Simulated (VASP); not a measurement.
# Si10H5Cl: single point with PBE

Si10H5Cl, a slab with vacuum:

```xyz
32
Lattice="7.6792 0.0000 0.0000 0.0000 7.6792 0.0000 0.0000 0.0000 20.2544" Properties=species:S:1:pos:R:3 pbc="T T T"
H     3.1438    0.0000    1.0000
H     0.6958    0.0000    1.0000
H     6.9834    0.0000    1.0000
H     4.5354    0.0000    1.0000
H     3.1438    3.8396    1.0000
H     0.6958    3.8396    1.0000
H     6.9834    3.8396    1.0000
H     4.5354    3.8396    1.0000
H     1.9202    3.6472    8.6061
H     5.7587    3.6474    8.6063
Si    1.9198    0.0000    1.8655
Si    5.7594    0.0000    1.8655
Si    1.9198    3.8396    1.8655
Si    5.7594    3.8396    1.8655
Si    1.9196    1.9202    3.1652
Si    5.7596    1.9201    3.1650
Si    1.9198    5.7590    3.2759
Si    5.7594    5.7590    3.2761
Si   -0.0001    1.9321    4.4869
Si    3.8397    1.9320    4.4864
Si    0.0001    5.7578    4.6886
Si    3.8395    5.7578    4.6884
Si   -0.0001    0.0925    5.9538
Si    3.8396    0.0925    5.9537
Si    0.0000    3.7537    5.9726
Si    3.8396    3.7536    5.9721
Si    1.9197    0.7234    7.1683
Si    5.7594    0.7237    7.1685
Si    1.9199    3.1452    7.1931
Si    5.7593    3.1454    7.1933
Cl    1.9192   -0.0449    9.1119
Cl   -1.9196   -0.0439    9.1123
```

```yaml
Program: VASP 6.6.1
Task: single point
Functional: PBE
Potentials_or_basis: VASP PAW PBE potentials, release 64 (H, Si, Cl)
Cutoff: 520 eV
k_mesh: 2 × 2 × 1
Occupations: fermi-dirac, width 0.02 eV
Spin: no spin polarisation
```

- Largest force: 0.635 eV/Å
- Band gap on the k mesh: 1.30 eV

Forces on the atoms (eV/Å):
```
H   -0.630 -0.080  0.004
H    0.630 -0.080  0.003
H   -0.630 -0.080  0.003
H    0.630 -0.080  0.004
H   -0.630  0.083  0.001
H    0.630  0.083  0.000
H   -0.630  0.083  0.000
H    0.630  0.083  0.001
H    0.000 -0.001 -0.004
H    0.001 -0.001 -0.005
Si  -0.001 -0.245  0.002
Si   0.001 -0.247  0.002
Si   0.000  0.238 -0.011
Si   0.000  0.239 -0.012
Si   0.001  0.003  0.000
Si  -0.001  0.003  0.001
Si   0.000  0.002 -0.002
Si   0.000  0.002 -0.003
Si   0.000 -0.002 -0.001
Si  -0.001 -0.002  0.001
Si  -0.001  0.001  0.005
Si   0.001  0.001  0.006
Si   0.000  0.000 -0.002
Si   0.000  0.001 -0.002
Si   0.000 -0.002  0.001
Si   0.000 -0.003  0.001
Si   0.001 -0.016  0.034
Si  -0.001 -0.017  0.034
Si   0.000 -0.001  0.006
Si   0.000 -0.001  0.005
Cl   0.001  0.017 -0.036
Cl   0.000  0.016 -0.036
```

Levels at points of the mesh, in eV from the valence-band top:
```csv
k point,band 50,band 51,band 52,band 53,band 54,band 55
"(0.00, 0.00, 0.00)",-0.49,-0.37,-0.21,1.30,1.60,1.71
"(0.50, 0.00, 0.00)",-0.75,-0.40,-0.40,2.16,2.16,2.48
"(0.00, 0.50, 0.00)",-0.96,-0.31,0.00,1.53,1.84,2.28
"(0.50, 0.50, 0.00)",-1.13,-0.82,-0.82,2.30,2.30,2.36
```

Wall time 22 min on 1 thread of Intel(R) Xeon(R) Platinum 8259CL CPU @ 2.50GHz (Skylake/Cascade Lake) (shared host), peak memory 1.2 GiB.
